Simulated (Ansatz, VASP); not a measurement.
# Ta: VASP beside Ansatz

INCAR

```
SYSTEM = Ta
ALGO     = Normal         ! electronic algorithm
EDIFF    = 1E-6           ! SCF threshold, eV
ENCUT    = 520            ! plane-wave cutoff, eV
GGA      = RP             ! functional
ISIF     = 2              ! what is computed and relaxed
ISMEAR   = -1             ! smearing method
LASPH    = .TRUE.         ! aspherical terms in the spheres
LCHARG   = .FALSE.        ! write CHGCAR
LREAL    = .FALSE.        ! projectors in reciprocal space
LWAVE    = .FALSE.        ! write WAVECAR
NBANDS   = 24             ! bands
NELM     = 100            ! most SCF steps
PREC     = Accurate       ! precision mode
SIGMA    = 0.1            ! smearing width, eV
```

Contents of KPOINTS:

```
k-points
0
G
  9 9 13
  0 0 0
```

The input POSCAR:

```
Ta
1.0
    5.0203487065      0.0000000000      0.0000000000
   -2.5101743532      4.3477495157      0.0000000000
    0.0000000000      0.0000000000      2.8188880887
Ta
3
Direct
    0.0000000000      1.0000000000      0.0000000000
    0.3333333333      0.6666666667      0.5000000000
    0.6666666667      0.3333333333      0.5000000000
```

Input for Ansatz:

```yaml
crystal:
  lattice:
    - [5.0203487065, 0.0, 0.0]
    - [-2.5101743532, 4.3477495157, 0.0]
    - [0.0, 0.0, 2.8188880887]
  atoms:
    - { symbol: Ta, position: [0.0, 1.0, 0.0] }
    - { symbol: Ta, position: [0.3333333333, 0.6666666667, 0.5] }
    - { symbol: Ta, position: [0.6666666667, 0.3333333333, 0.5] }
hamiltonian:
  xc: rpbe
  pseudopotentials:
    kind: paw
    azcp:
      Ta: "pseudopotentials/Ta.paw.azcp"
basis:
  ecutwfc: 420
  fft_grid_basis: typed
kpoints:
  mp_grid: { grid: [9, 9, 13], shift: [0, 0, 0] }
magnetization:
  spin_polarized: false
scf:
  occupations: { method: fermi_dirac, width: 0.1 }
  lower_state_search: "off"
output:
  stress: true
```

Alike in both runs: task single point; functional RPBE; k mesh 9 × 9 × 13; occupations fermi-dirac, width 0.1 eV; no spin polarisation.

|  | VASP | Ansatz |
| --- | --- | --- |
| version | VASP 6.6.1 | Ansatz 0.2.0 |
| potentials or method | VASP PAW PBE potentials, release 64 (Ta_pv), cutoff 520 eV | plane waves (420 eV) with PAW, scalar-relativistic |
| valence electrons in the cell | 33 | 39 |

Ansatz gave:

```
pressure (GPa)                                                : -11.8
traceless stress, the component that is largest in VASP (GPa) : -0.97
```

**Question.** Estimate VASP's values.

**Answer.** Pressure (GPa): -11.8; traceless stress, the component that is largest in VASP (GPa): -0.95.

VASP's potentials were made for PBE, not for RPBE. VASP's potentials hold 33 valence electrons a cell and Ansatz's 39, so a difference there can come from the potentials and not from the codes.

Spin-orbit coupling is off throughout.
